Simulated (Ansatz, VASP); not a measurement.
# NiO in VASP and in Ansatz

File INCAR:

```
SYSTEM = NiO
PREC     = Accurate       ! precision mode
ENCUT    = 520            ! plane-wave cutoff, eV
EDIFF    = 1E-6           ! SCF threshold, eV
ISMEAR   = -1             ! smearing method
SIGMA    = 0.03           ! smearing width, eV
LREAL    = .False.        ! projectors in reciprocal space
LASPH    = .True.         ! aspherical terms in the spheres
NELM     = 150            ! most SCF steps
ALGO     = Normal         ! electronic algorithm
ISIF     = 2              ! what is computed and relaxed
LWAVE    = .False.        ! write WAVECAR
LCHARG   = .True.         ! write CHGCAR
ISPIN    = 2              ! spin polarisation
MAGMOM   = 0 0 2 2        ! initial moments
LORBIT   = 11             ! projections on sites
LMAXMIX  = 4              ! l up to which the mixer works
LDAU     = .True.         ! DFT+U
LDAUTYPE = 2            
LDAUL    = -1 2           ! shell
LDAUU    = 0 6.6          ! U, eV
LDAUJ    = 0 0          
LDAUPRINT= 1            
GGA      = PE             ! functional
LELF     = .True.         ! ELF
LVHAR    = .True.       
NBANDS   = 28             ! bands
```

Contents of KPOINTS:

```
regular mesh
0
Gamma
  8 8 8
  0 0 0
```

File POSCAR:

```
NiO
1.0
    4.1771000000      2.0885500000      2.0885500000
    2.0885500000      4.1771000000      2.0885500000
    2.0885500000      2.0885500000      4.1771000000
O Ni
2 2
Direct
    0.2500000000      0.2500000000      0.2500000000
    0.7500000000      0.7500000000      0.7500000000
    0.0000000000      0.0000000000      0.0000000000
    0.5000000000      0.5000000000      0.5000000000
```

Input for Ansatz:

```yaml
crystal:
  lattice:
    - [4.1771, 2.08855, 2.08855]
    - [2.08855, 4.1771, 2.08855]
    - [2.08855, 2.08855, 4.1771]
  atoms:
    - { symbol: O, position: [0.25, 0.25, 0.25] }
    - { symbol: O, position: [0.75, 0.75, 0.75] }
    - { symbol: Ni, position: [0.0, 0.0, 0.0], spin: 2.0 }
    - { symbol: Ni, position: [0.5, 0.5, 0.5], spin: 2.0 }
magnetization:
  spin_polarized: true
hamiltonian:
  xc: pbe
  pseudopotentials: { kind: paw }
  hubbard: { sites: [{ species: Ni, l: d, u_eff: 6.6 }] }
basis:
  ecutwfc: 420
kpoints:
  mp_grid: { grid: [8, 8, 8] }
scf:
  occupations: { method: fermi_dirac, width: 0.03 }
  lower_state_search: "off"
output:
  forces: true
  stress: true
```

Alike in both runs: task single point; functional PBE; k mesh 8 × 8 × 8; occupations fermi-dirac, width 0.03 eV; collinear spin; Hubbard terms Ni d U = 6.6 eV.

```csv
,VASP,Ansatz
version,VASP 6.6.1,Ansatz 0.2.0
potentials or method,"VASP PAW PBE potentials, release 64 (O, Ni), cutoff 520 eV","PAW, plane waves, scalar-relativistic"
valence electrons in the cell,32,48
```

|  | VASP | Ansatz | Ansatz less VASP |
| --- | --- | --- | --- |
| pressure (GPa) | 2.2 | 13.8 | +11.60 |
| net moment per atom (μB) | 1.00 | 1.00 | 0.000 |
| size of the moment on the site where the two differ most (μB) | 1.84 | 1.73 | -0.108 |

Site moments also hang on the region over which each program counts them. The programs project onto different local orbitals, so the same U acts differently, and such runs can settle in different states. VASP's potentials hold 32 valence electrons a cell and Ansatz's 48, so a difference there can come from the potentials and not from the codes.
